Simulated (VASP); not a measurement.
# Ti (P6/mmm) in VASP: further runs, part 3 of 3

VASP 6.6.1. Earlier steps stand in the parts before.

## Step 5: Single point, r2SCAN (biaxial strain in the a-b plane: -3.0 %, then relaxed in part)

POSCAR

```
Ti
1.0
    4.4309810533      0.0000000000      0.0000000000
   -2.2154905266      3.8373421558      0.0000000000
    0.0000000000      0.0000000000      2.8626750450
Ti
3
Direct
    0.0000000000      0.0000000000      0.0000000000
    0.3333333333      0.6666666667      0.5000000000
    0.6666666667      0.3333333333      0.5000000000
```

INCAR.step1

```
SYSTEM = Ti
PREC = Accurate
ENCUT = 520
ISMEAR = 0
SIGMA = 0.1
LREAL = .False.
LASPH = .True.
NELM = 100
NBANDS = 25
GGA = PE
ALGO = Normal
EDIFF = 1E-4
LWAVE = .True.
LCHARG = .False.
```

INCAR.step2

```
SYSTEM = Ti
PREC = Accurate
ENCUT = 520
EDIFF = 1E-6
ISMEAR = 0
SIGMA = 0.1
LREAL = .False.
LASPH = .True.
NELM = 100
ALGO = Normal
ISIF = 2
LWAVE = .False.
LCHARG = .False.
METAGGA = R2SCAN
LMIXTAU = .True.
NBANDS = 25
ISTART = 1
```

KPOINTS

```
regular mesh
0
Gamma
  12 12 18
  0 0 0
```

Potentials or basis: VASP PAW PBE potentials, release 64 (Ti_sv).

The run is started by

```sh
cat potpaw_PBE.64/Ti_sv/POTCAR > POTCAR
cp INCAR.step1 INCAR
mpirun -np 1 vasp_std > vasp.out
cp INCAR.step2 INCAR
mpirun -np 1 vasp_std > vasp.out
```

OUTCAR:

```text
SYSTEM = Ti
   PREC = Accurate
   ENCUT = 520
   EDIFF = 1E-6
   ISMEAR = 0
   LREAL = .False.
   LASPH = .True.
   NELM = 100
   ISIF = 2
   METAGGA = R2SCAN
   ISTART = 1

 ion  position               nearest neighbor table
   1  0.000  0.000  0.000-
   2  0.333  0.667  0.500-   3 2.56   3 2.56   3 2.56
   3  0.667  0.333  0.500-   2 2.56   2 2.56   2 2.56

  LATTYP: Found a hexagonal cell.
 ALAT       =     4.4309810533
 C/A-ratio  =     0.6460589677

  Lattice vectors:

 A1 = (   4.4309810533,   0.0000000000,   0.0000000000)
 A2 = (  -2.2154905266,   3.8373421558,   0.0000000000)
 A3 = (   0.0000000000,   0.0000000000,   2.8626750450)

Analysis of symmetry for initial positions (statically):
=====================================================================
 Subroutine PRICEL returns:
 Original cell was already a primitive cell.

 Routine SETGRP: Setting up the symmetry group for a
 hexagonal supercell.

 Subroutine GETGRP returns: Found 24 space group operations
 (whereof 24 operations were pure point group operations)
 out of a pool of 24 trial point group operations.
[... 162 lines left out ...]
  free energy    TOTEN  =       -38.81434751 eV

  energy without entropy =      -38.80200806  energy(sigma->0) =      -38.80817778

 E-fermi :   9.0862     XC(G=0): -12.7504

 val. band max:        9.0800485605   @ k =   0.3333  -0.0000   0.1111
 cond. band min:       9.0890649781   @ k =   0.4167   0.0833   0.1667
 fundamental gap:      0.0090164176
 Fermi energy:         9.0861858690

 k-point     1 :       0.0000    0.0000    0.0000
  band No.  band energies     occupation
      1     -50.1340      2.00000
      2     -49.8631      2.00000
      3     -49.6344      2.00000
      4     -25.4253      2.00000
      5     -25.4253      2.00000
      6     -25.3997      2.00000
[... 661 lines left out ...]
     24      11.5024      0.00000
     25      11.8571      0.00000

 [... further k-points ...]

------------------------ aborting loop because EDIFF is reached ----------------------------------------

  FORCE on cell =-STRESS in cart. coord.  units (eV):
  Direction    XX          YY          ZZ          XY          YZ          ZX
  --------------------------------------------------------------------------------------
  -------------------------------------------------------------------------------------
  Total        2.8068889      2.8068889      0.1255252      0.0000000     -0.0000000     -0.0000000
  in kB       92.3917788     92.3917788      4.1317964      0.0000000     -0.0000000     -0.0000000
  external PRESSURE =      62.9717847 kB  Pullay stress =       0.0000000 kB

 VOLUME and BASIS-vectors are now :
 -----------------------------------------------------------------------------
  energy-cutoff  :      520.00
  volume of cell :       48.67
      direct lattice vectors                 reciprocal lattice vectors
     4.430981053  0.000000000  0.000000000     0.225683655  0.130298519  0.000000000
    -2.215490527  3.837342156  0.000000000     0.000000000  0.260597038  0.000000000
     0.000000000  0.000000000  2.862675045     0.000000000  0.000000000  0.349323617

 POSITION                                       TOTAL-FORCE (eV/Angst)
 -----------------------------------------------------------------------------------
      0.00000      0.00000      0.00000        -0.000000      0.000000     -0.000000
     -0.00000      2.55823      1.43134         0.000000      0.000000      0.000000
      2.21549      1.27911      1.43134        -0.000000     -0.000000     -0.000000
 -----------------------------------------------------------------------------------
    total drift:                                0.000000      0.000000     -0.000000

  FREE ENERGIE OF THE ION-ELECTRON SYSTEM (eV)
  ---------------------------------------------------
  free  energy   TOTEN  =       -38.8143475063 eV

  energy  without entropy=      -38.8020080574  energy(sigma->0) =      -38.80817778
```

OUTCAR.step1:

```text
SYSTEM = Ti
   PREC = Accurate
   ENCUT = 520
   ISMEAR = 0
   LREAL = .False.
   LASPH = .True.
   NELM = 100
[... 897 lines left out ...]
      0.00000      0.00000      0.00000         0.000000      0.000000     -0.000000
     -0.00000      2.55823      1.43134         0.000000     -0.000000      0.000000
      2.21549      1.27911      1.43134        -0.000000      0.000000     -0.000000
 -----------------------------------------------------------------------------------
    total drift:                                0.000000      0.000000     -0.000000

  FREE ENERGIE OF THE ION-ELECTRON SYSTEM (eV)
  ---------------------------------------------------
  free  energy   TOTEN  =       -23.4419316708 eV

  energy  without entropy=      -23.4290266548  energy(sigma->0) =      -23.43547916
```

OSZICAR.step1:

```text
N       E                     dE             d eps       ncg     rms          rms(c)
DAV:   1     0.436807303287E+03    0.43681E+03   -0.18720E+04  9500   0.181E+03
DAV:   2     0.234578317612E+02   -0.41335E+03   -0.40636E+03  9589   0.522E+02
DAV:   3    -0.226376923730E+02   -0.46096E+02   -0.44953E+02 17498   0.149E+02
DAV:   4    -0.261686159291E+02   -0.35309E+01   -0.35126E+01 13628   0.382E+01
DAV:   5    -0.262992254028E+02   -0.13061E+00   -0.13054E+00 14843   0.642E+00    0.158E+01
DAV:   6    -0.234355125849E+02    0.28637E+01   -0.10169E+01 12440   0.319E+01    0.429E+00
DAV:   7    -0.235132176408E+02   -0.77705E-01   -0.21389E+00 13971   0.129E+01    0.367E+00
DAV:   8    -0.234150339127E+02    0.98184E-01   -0.94709E-01 14909   0.965E+00    0.233E+00
DAV:   9    -0.234553056959E+02   -0.40272E-01   -0.36118E-01 13082   0.633E+00    0.919E-01
DAV:  10    -0.234412006849E+02    0.14105E-01   -0.83180E-02 12729   0.346E+00    0.982E-02
DAV:  11    -0.234418252768E+02   -0.62459E-03   -0.73571E-03 13266   0.754E-01    0.149E-01
DAV:  12    -0.234419550532E+02   -0.12978E-03   -0.58223E-04 12077   0.216E-01    0.621E-02
DAV:  13    -0.234419316708E+02    0.23382E-04   -0.13856E-04  7368   0.128E-01
   1 F= -.23441932E+02 E0= -.23435479E+02  d E =-.129050E-01
```

Run time: 22 min. Hardware: 1 thread of Oxide Virtual Turin-like, shared host; peak memory 0.27 GiB.

What came out:

```
Free energy            : -38.8143 eV
Pressure               : 6.3 GPa
Band gap on the k mesh : zero (bands 18 and 19 overlap by 0.47 eV)
```

Stress tensor (GPa, compression positive):
```
9.24 0.00 0.00
0.00 9.24 0.00
0.00 0.00 0.41
```

Caveat: the cell differs from its parent crystal (biaxial strain in the a-b plane: -3.0 %, then relaxed in part); the stress differs along the axes, from 0 to 9 GPa; the PAW data sets were made with another functional, which shifts forces and pressure a little.

## Step 6: The runs side by side

| cell | gap on the mesh (eV) | pressure (GPa) |
| --- | --- | --- |
| a = 4.477, b = 4.477, c = 2.858 Å, angles 90.0, 90.0, 120.0°, 3 atoms | none | 3.8 |
| a = 4.522, b = 4.522, c = 2.836 Å, angles 90.0, 90.0, 120.0°, 3 atoms | none | 2.3 |
| a = 4.522, b = 4.522, c = 2.842 Å, angles 90.0, 90.0, 120.0°, 3 atoms | none | 2.0 |
| a = 4.431, b = 4.431, c = 2.863 Å, angles 90.0, 90.0, 120.0°, 3 atoms | none | 6.3 |

Alike in all rows: task single point; level r2SCAN; potentials or basis VASP PAW PBE potentials, release 64 (Ti_sv); no spin polarisation; k mesh 12 × 12 × 18; cutoff (eV) 520; smearing gaussian 0.1 eV.

Caveats: the PAW data sets were made with another functional, which shifts forces and pressure a little; the stress differs along the axes, from -1 to 6 GPa (at least some runs); the stress differs along the axes, from 0 to 9 GPa (at least some runs).

Total energies depend on the potentials used, so only differences within one code and one set of settings carry meaning.
